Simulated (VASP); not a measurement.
Input of a VASP 6.6.1 run:

INCAR

```
  ALGO = Normal
  EDIFF = 1E-7
  ENCUT = 520
  GGA = PE
  ISIF = 2
  ISMEAR = 0
  ISPIN = 2
  LASPH = T
  LCHARG = F
  LMAXMIX = 4
  LORBIT = 11
  LREAL = F
  LWAVE = F
  MAGMOM = 4 4 0
  NBANDS = 24
  NELM = 150
  PREC = Accurate
  SIGMA = 0.1
```

Contents of KPOINTS:

```
k-points
0
Gamma
  6 6 6
```

The input POSCAR:

```
Fe2Pt
1.0
    4.1864306132      0.0000000000      0.0000000000
   -2.0932153066      3.6255552622      0.0000000000
    0.0000000000      0.0000000000      2.6480873224
Fe Pt
2 1
Direct
    0.3333333333      0.6666666667      0.8861206674
    0.6666666667      0.3333333333      0.1138793326
    0.0000000000      0.0000000000      0.5000000000
```

Potentials or basis: VASP PAW PBE potentials, release 64 (Fe, Pt).

Launch:

```bash
$ cat potpaw_PBE.64/Fe/POTCAR potpaw_PBE.64/Pt/POTCAR > POTCAR
$ mpirun -np 1 vasp_std > vasp.out
```

Problem. Estimate the band gap on the k mesh.

Solution. Zero (filled and empty bands overlap).

Problem. What does it give for the largest force?

Solution. 0.013 eV/Å.

Forces on the atoms (eV/Å):
```
Fe   0.000  0.000  0.013
Fe   0.000  0.000 -0.013
Pt   0.000  0.000  0.000
```

Caveat: the k points lie up to 0.40 Å⁻¹ apart; spin-orbit coupling is left out, which moves the levels of the heavy elements.
